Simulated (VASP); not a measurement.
# AlNi (R-3m) in VASP: further runs

Runs on AlNi. Level: PBEsol. Tasks: single point.

Program: VASP 6.6.1. These are calculated values, not measurements. Logs are shortened: lines on timing, memory, paths and dates and some standing lists are left out, and cuts for length are marked.

### 1 The cell of the first run

It takes space group R-3m (No. 166, trigonal). The conventional cell has a = 5.133 Å, b = 5.133 Å, c = 3.144 Å, α = 90.00°, β = 90.00°, γ = 120.00°. Within 2.1 Å of Al (site symmetry -3m) lie 2 Ni at 1.57 Å. Within 2.1 Å of Ni (site symmetry -3m) lie 2 Al at 1.57 Å.

### 2 Single point, PBEsol

File INCAR:

```
SYSTEM = AlNi
ALGO     = Fast           ! electronic algorithm
EDIFF    = 1E-6           ! SCF threshold, eV
ENCUT    = 520            ! plane-wave cutoff, eV
GGA      = PS             ! functional
ISIF     = 2              ! what is computed and relaxed
ISMEAR   = 0              ! smearing method
LASPH    = .TRUE.         ! aspherical terms in the spheres
LCHARG   = .TRUE.         ! write CHGCAR
LELF     = .TRUE.         ! ELF
LREAL    = .FALSE.        ! projectors in reciprocal space
LVHAR    = .TRUE.       
LWAVE    = .FALSE.        ! write WAVECAR
NBANDS   = 14             ! bands
NELM     = 60             ! most SCF steps
PREC     = Accurate       ! precision mode
SIGMA    = 0.15           ! smearing width, eV
```

File KPOINTS:

```
k-points
0
G
  18 18 18
  0 0 0
```

File POSCAR:

```
AlNi
1.0
    3.0248604540     -0.6049720908     -0.6049720908
   -0.6049720908      3.0248604540     -0.6049720908
   -0.6049720908     -0.6049720908      3.0248604540
Al Ni
1 1
Direct
    0.0000000000      0.0000000000      0.0000000000
    0.5000000000      0.5000000000      0.5000000000
```

Potentials or basis: VASP PAW PBE potentials, release 64 (Al, Ni).

Command:

```
cat potpaw_PBE.64/Al/POTCAR potpaw_PBE.64/Ni/POTCAR > POTCAR
mpirun -np 1 vasp_std > vasp.out
```

OUTCAR:

```text
SYSTEM = AlNi
   EDIFF = 1E-6
   ENCUT = 520
   GGA = PS
   ISIF = 2
   ISMEAR = 0
   LASPH = .TRUE.
   LREAL = .FALSE.
   NELM = 60
   PREC = Accurate

 ion  position               nearest neighbor table
   1  0.000  0.000  0.000-   2 1.57   2 1.57   2 3.01   2 3.01   2 3.01   2 3.01   2 3.01   2 3.01

   2  0.500  0.500  0.500-   1 1.57   1 1.57   1 3.01   1 3.01   1 3.01   1 3.01   1 3.01   1 3.01

 -----------------------------------------------------------------------------
|                                                                             |
|           W    W    AA    RRRRR   N    N  II  N    N   GGGG   !!!           |
|           W    W   A  A   R    R  NN   N  II  NN   N  G    G  !!!           |
|           W    W  A    A  R    R  N N  N  II  N N  N  G       !!!           |
|           W WW W  AAAAAA  RRRRR   N  N N  II  N  N N  G  GGG   !            |
|           WW  WW  A    A  R   R   N   NN  II  N   NN  G    G                |
|           W    W  A    A  R    R  N    N  II  N    N   GGGG   !!!           |
|                                                                             |
|     The distance between some ions is very small. Please check the          |
|     nearest-neighbor list in the OUTCAR file.                               |
|     I HOPE YOU KNOW WHAT YOU ARE DOING!                                     |
|                                                                             |
 -----------------------------------------------------------------------------

  LATTYP: Found a body centered cubic cell.
 ALAT       =     3.6298325448

  Lattice vectors:

 A1 = (   3.0248604540,  -0.6049720908,  -0.6049720908)
 A2 = (  -0.6049720908,   3.0248604540,  -0.6049720908)
 A3 = (  -0.6049720908,  -0.6049720908,   3.0248604540)

Analysis of symmetry for initial positions (statically):
=====================================================================
 Subroutine PRICEL returns:
 Original cell was already a primitive cell.

 Routine SETGRP: Setting up the symmetry group for a
 body centered cubic supercell.

 Subroutine GETGRP returns: Found 12 space group operations
 (whereof 12 operations were pure point group operations)
 out of a pool of 48 trial point group operations.

The static configuration has the point symmetry D_3d.

Analysis of symmetry for dynamics (positions and initial velocities):
=====================================================================
 Subroutine PRICEL returns:
 Original cell was already a primitive cell.

 Routine SETGRP: Setting up the symmetry group for a
 body centered cubic supercell.

 Subroutine GETGRP returns: Found 12 space group operations
 (whereof 12 operations were pure point group operations)
 out of a pool of 48 trial point group operations.

The dynamic configuration has the point symmetry D_3d.

[... 111 lines left out ...]
   EMIN   =  10.00;   EMAX   =-10.00  energy-range for DOS
   EFERMI =   0.00;   METHOD = LEGACY
   ISMEAR =     0;   SIGMA  =   0.15  broadening in eV -4-tet -1-fermi 0-gaus
   EFERMI_NEDOS =   21; number of points for ismear=-14 and -15
   IALGO  =     68    algorithm
   IMIX   =      4    mixing-type and parameters
     AMIX     =   0.40;   BMIX     =  1.00
     AMIX_MAG =   1.60;   BMIX_MAG =  1.00
  volume/ion in A,a.u.               =      11.96        80.69
  Fermi-wavevector in a.u.,A,eV,Ry     =   1.336122  2.524904 24.289410  1.785221
  Thomas-Fermi vector in A             =   2.464773
   LORBIT       =      0    0 simple, 1 ext, 2 COOP (PROOUT), +10 PAW based schemes
   GGA     = PS    functional components
   LHFCALC =     F    Hartree Fock is set to
   AEXX    =    0.0000 exact exchange contribution
   IVDW    =     0    specifies the selected vdW correction
   LEPSILON=     F    determine dielectric tensor
   LRPA    =     F    only Hartree local field effects (RPA)
 non-spin polarized calculation
 RMM-DIIS sequential band-by-band and
 Gauss-broadening in eV      SIGMA  =   0.15
  energy-cutoff  :      520.00
  volume of cell :       23.91
 maximum number of plane-waves:       682
   NGX = 11   NGY = 11   NGZ = 11

 number of electron      13.0000011 magnetization

 Free energy of the ion-electron system (eV)
  ---------------------------------------------------
  ext. energy  EPLUGINS =         0.00000000
  ---------------------------------------------------
  free energy    TOTEN  =         0.50829703 eV

  energy without entropy =        0.51589958  energy(sigma->0) =        0.51209830

 E-fermi :   9.8866     XC(G=0): -11.8519

 val. band max:        9.8864351092   @ k =  -0.3333  -0.4444   0.1111
 cond. band min:       9.8905294624   @ k =   0.2778  -0.2222   0.3889
 fundamental gap:      0.0040943531
 Fermi energy:         9.8866494809

 k-point     1 :       0.0000    0.0000    0.0000
  band No.  band energies     occupation
      1      -0.7958      2.00000
      2       4.7488      2.00000
      3       5.1755      2.00000
      4       5.1755      2.00000
      5       7.3551      2.00000
      6       7.3551      2.00000
      7      18.1504      0.00000
      8      18.1504      0.00000
      9      18.4850      0.00000
     10      21.3418      0.00000
     11      21.3418      0.00000
     12      22.9808      0.00000
     13      22.9808      0.00000
     14      23.3761      0.00000
[... 377 lines left out ...]
      1      -0.3132      2.00000
      2       4.7239      2.00000
      3       5.1846      2.00000
      4       5.2575      2.00000
      5       7.1928      2.00000
      6       7.4654      2.00000
      7      16.0452      0.00000
      8      16.6802      0.00000
      9      17.5845      0.00000
     10      20.2984      0.00000
     11      20.7614      0.00000
     12      22.4099      0.00000
     13      23.6524      0.00000
     14      24.2904      0.00000

 [... further k-points ...]
[... 5 lines left out ...]
  --------------------------------------------------------------------------------------
  -------------------------------------------------------------------------------------
  Total       19.2339262     19.2339262     19.2339262     22.0677754     22.0677754     22.0677754
  in kB     1288.6908750   1288.6908750   1288.6908750   1478.5613959   1478.5613959   1478.5613959
  external PRESSURE =    1288.6908750 kB  Pullay stress =       0.0000000 kB

 VOLUME and BASIS-vectors are now :
 -----------------------------------------------------------------------------
  energy-cutoff  :      520.00
  volume of cell :       23.91
      direct lattice vectors                 reciprocal lattice vectors
     3.024860454 -0.604972091 -0.604972091     0.367326403  0.091831601  0.091831601
    -0.604972091  3.024860454 -0.604972091     0.091831601  0.367326403  0.091831601
    -0.604972091 -0.604972091  3.024860454     0.091831601  0.091831601  0.367326403

 POSITION                                       TOTAL-FORCE (eV/Angst)
 -----------------------------------------------------------------------------------
      0.00000      0.00000      0.00000         0.000000     -0.000000     -0.000000
      0.90746      0.90746      0.90746        -0.000000      0.000000      0.000000
 -----------------------------------------------------------------------------------
    total drift:                                0.000000      0.000000     -0.000000

  FREE ENERGIE OF THE ION-ELECTRON SYSTEM (eV)
  ---------------------------------------------------
  free  energy   TOTEN  =         0.5082970269 eV

  energy  without entropy=        0.5158995781  energy(sigma->0) =        0.51209830
```

OSZICAR:

```text
N       E                     dE             d eps       ncg     rms          rms(c)
DAV:   1     0.588931500718E+02    0.58893E+02   -0.55946E+03 16398   0.992E+02
DAV:   2     0.306329874768E+01   -0.55830E+02   -0.51449E+02 17794   0.197E+02
DAV:   3     0.358596166200E+00   -0.27047E+01   -0.26907E+01 20212   0.467E+01
DAV:   4     0.315072658005E+00   -0.43524E-01   -0.43515E-01 19142   0.564E+00
DAV:   5     0.313830135746E+00   -0.12425E-02   -0.12425E-02 20684   0.998E-01    0.423E+00
RMM:   6     0.427996252712E+00    0.11417E+00   -0.23365E-01 19054   0.591E+00    0.363E+00
RMM:   7     0.473068300095E+00    0.45072E-01   -0.44676E-02 19492   0.296E+00    0.215E+00
RMM:   8     0.508476822086E+00    0.35409E-01   -0.23169E-02 19525   0.151E+00    0.156E-01
RMM:   9     0.508170840853E+00   -0.30598E-03   -0.50796E-03 21321   0.806E-01    0.234E-01
RMM:  10     0.508222043268E+00    0.51202E-04   -0.13739E-03 25256   0.309E-01    0.249E-01
RMM:  11     0.508298541851E+00    0.76499E-04   -0.29784E-04 21423   0.195E-01    0.378E-01
RMM:  12     0.508274227301E+00   -0.24315E-04   -0.10758E-04 20478   0.127E-01    0.101E-01
RMM:  13     0.508290568281E+00    0.16341E-04   -0.51503E-05 24133   0.645E-02    0.919E-02
RMM:  14     0.508294942745E+00    0.43745E-05   -0.14316E-05 21878   0.308E-02    0.380E-02
RMM:  15     0.508297080256E+00    0.21375E-05   -0.56652E-06 19181   0.276E-02    0.342E-03
RMM:  16     0.508297026921E+00   -0.53335E-07   -0.13061E-06 10745   0.878E-03
   1 F= 0.50829703E+00 E0= 0.51209830E+00  d E =-.760255E-02
```

stdout:

```text
POSCAR found type information on POSCAR AlNi
 POSCAR found :  2 types and       2 ions
 scaLAPACK will be used
 -----------------------------------------------------------------------------
|                                                                             |
|                                                                             |
[... 20 lines left out ...]

 POSCAR, INCAR and KPOINTS ok, starting setup
 FFT: planning ... GRIDC
 FFT: planning ... GRID_SOFT
 FFT: planning ... GRID
 WAVECAR not read
 entering main loop
WARNING in EDDRMM: call to ZHEGV failed, returncode =   8  4     14
WARNING in EDDRMM: call to ZHEGV failed, returncode =   6  3     14
WARNING in EDDRMM: call to ZHEGV failed, returncode =   8  4     14
```

Wall time 5.4 min (1 thread of AMD EPYC 7R43 (Zen 3), shared host); peak memory 0.27 GiB.

Results:

- Free energy: 0.5083 eV
- Pressure: 128.9 GPa

Stress tensor (GPa, compression positive):
```
128.87 147.86 147.86
147.86 128.87 147.86
147.86 147.86 128.87
```

Levels at points of the mesh, in eV from the Fermi level:
| k point | band 2 | band 3 | band 4 | band 5 | band 6 | band 7 | band 8 | band 9 | band 10 | band 11 |
| --- | --- | --- | --- | --- | --- | --- | --- | --- | --- | --- |
| (0.00, 0.00, 0.00) | -5.14 | -4.71 | -4.71 | -2.53 | -2.53 | 8.26 | 8.26 | 8.60 | 11.46 | 11.46 |
| (0.50, 0.00, 0.00) | -5.20 | -4.61 | -4.44 | -2.72 | -2.57 | -1.50 | 5.36 | 6.23 | 7.89 | 8.74 |
| (0.50, 0.00, 0.50) | -5.02 | -4.68 | -4.32 | -4.29 | -1.78 | -0.85 | 4.07 | 5.31 | 8.73 | 9.71 |
| (0.50, 0.50, 0.50) | -5.75 | -4.54 | -2.14 | -2.14 | 0.44 | 0.80 | 0.80 | 2.13 | 3.85 | 3.85 |

Caveat: the PAW data sets were made with another functional, which shifts forces and pressure a little. Spin polarisation is off, so any magnetic state and its effect on volume and gap are missing.

### 3 Single point, PBEsol

This run uses another cell than the first one, of the same volume but with other edges.

File INCAR:

```
SYSTEM = AlNi
ALGO = Fast ; EDIFF = 1E-6
ENCUT = 520 ; GGA = PS
ISIF = 2 ; ISMEAR = 0
LASPH = .TRUE. ; LCHARG = .FALSE.
LREAL = .FALSE. ; LWAVE = .FALSE.
NBANDS = 14 ; NELM = 80
PREC = Accurate ; SIGMA = 0.15
```

KPOINTS is that of step 2.

File POSCAR:

```
AlNi
1.0
    2.9172378845     -0.3121767478     -0.3121767478
   -0.3121767478      2.9172378845     -0.3121767478
   -0.3121767478     -0.3121767478      2.9172378845
Al Ni
1 1
Direct
    0.0000000000      0.0000000000      0.0000000000
    0.5000000000      0.5000000000      0.5000000000
```

Potentials or basis: VASP PAW PBE potentials, release 64 (Al, Ni).

Command:

```
cat potpaw_PBE.64/Al/POTCAR potpaw_PBE.64/Ni/POTCAR > POTCAR
mpirun -np 1 vasp_std > vasp.out
```

Run time: 4.8 min. Hardware: 1 thread of AMD EPYC 7R43 (Zen 3), shared host; peak memory 0.27 GiB.

Results (log left out):

```
Free energy : -9.4417 eV
Pressure    : 25.8 GPa
```

Stress tensor (GPa, compression positive):
```
25.80 49.88 49.88
49.88 25.80 49.88
49.88 49.88 25.80
```

Levels at points of the mesh, in eV from the Fermi level:
```tsv
k point	band 2	band 3	band 4	band 5	band 6	band 7	band 8	band 9	band 10	band 11
(0.00, 0.00, 0.00)	-3.49	-3.49	-2.96	-1.81	-1.81	4.96	7.15	7.15	9.09	9.09
(0.50, 0.00, 0.00)	-6.64	-3.39	-3.19	-2.12	-1.88	-0.93	6.45	7.80	9.11	9.59
(0.50, 0.50, 0.00)	-4.28	-3.61	-2.80	-2.45	-1.35	-0.56	0.50	4.24	8.69	12.45
(0.50, 0.50, 0.50)	-4.63	-4.20	-1.44	-1.44	0.77	0.79	0.79	3.51	3.62	3.62
```

Caveat: the PAW data sets were made with another functional, which shifts forces and pressure a little. Spin polarisation is off, so any magnetic state and its effect on volume and gap are missing.

### 4 Single point, PBEsol

This run uses another cell than the first one, of the same volume but with other edges.

File INCAR:

```
SYSTEM = AlNi
ALGO     = Fast           ! electronic algorithm
EDIFF    = 1E-6           ! SCF threshold, eV
ENCUT    = 520            ! plane-wave cutoff, eV
GGA      = PS             ! functional
ISIF     = 2              ! what is computed and relaxed
ISMEAR   = 0              ! smearing method
LASPH    = .TRUE.         ! aspherical terms in the spheres
LCHARG   = .FALSE.        ! write CHGCAR
LREAL    = .FALSE.        ! projectors in reciprocal space
LWAVE    = .FALSE.        ! write WAVECAR
NBANDS   = 14             ! bands
NELM     = 60             ! most SCF steps
PREC     = Accurate       ! precision mode
SIGMA    = 0.15           ! smearing width, eV
```

KPOINTS is that of step 3.

File POSCAR:

```
AlNi
1.0
    2.9203619301      0.3511285605      0.3511285605
    0.3511285605      2.9203619301      0.3511285605
    0.3511285605      0.3511285605      2.9203619301
Al Ni
1 1
Direct
    0.0000000000      0.0000000000      0.0000000000
    0.5000000000      0.5000000000      0.5000000000
```

Command:

```
cat potpaw_PBE.64/Al/POTCAR potpaw_PBE.64/Ni/POTCAR > POTCAR
mpirun -np 1 vasp_std > vasp.out
```

Run time: 3.8 min. Hardware: 1 thread of AMD EPYC 7R43 (Zen 3), shared host; peak memory 0.26 GiB.

It converged, with:

```yaml
Free_energy: -10.7467 eV
Pressure: 11.4 GPa
```

Stress tensor (GPa, compression positive):
```
 11.35 -12.19 -12.19
-12.19  11.35 -12.19
-12.19 -12.19  11.35
```

Levels at points of the mesh, in eV from the Fermi level:
```
           k point  band 3  band 4  band 5  band 6  band 7  band 8  band 9  band 10
(0.00, 0.00, 0.00)   -3.20   -2.22   -2.22   -1.74    5.66    5.66    7.55     9.04
(0.50, 0.00, 0.00)   -3.20   -2.32   -2.27   -1.91   -0.83    6.70    9.22     9.82
(0.50, 0.50, 0.00)   -3.59   -2.29   -2.06   -1.34   -0.97    0.46    4.16     6.39
(0.50, 0.50, 0.50)   -3.83   -2.51   -1.38   -1.38    0.99    3.97    3.97     6.27
```

Caveat: the PAW data sets were made with another functional, which shifts forces and pressure a little.

### 5 Overview

| cell | gap on the mesh (eV) | pressure (GPa) |
| --- | --- | --- |
| a = 3.144 Å, angles 109.5°, 2 atoms | none | 128.9 |
| a = 2.950 Å, angles 101.4°, 2 atoms | none | 25.8 |
| a = 2.962 Å, angles 75.7°, 2 atoms | none | 11.4 |

Alike in all rows: task single point; level PBEsol; potentials or basis VASP PAW PBE potentials, release 64 (Al, Ni); no spin polarisation; k mesh 18 × 18 × 18; cutoff (eV) 520; smearing gaussian 0.15 eV.

Caveats: the PAW data sets were made with another functional, which shifts forces and pressure a little.

Total energies depend on the potentials used, so only differences within one code and one set of settings carry meaning.
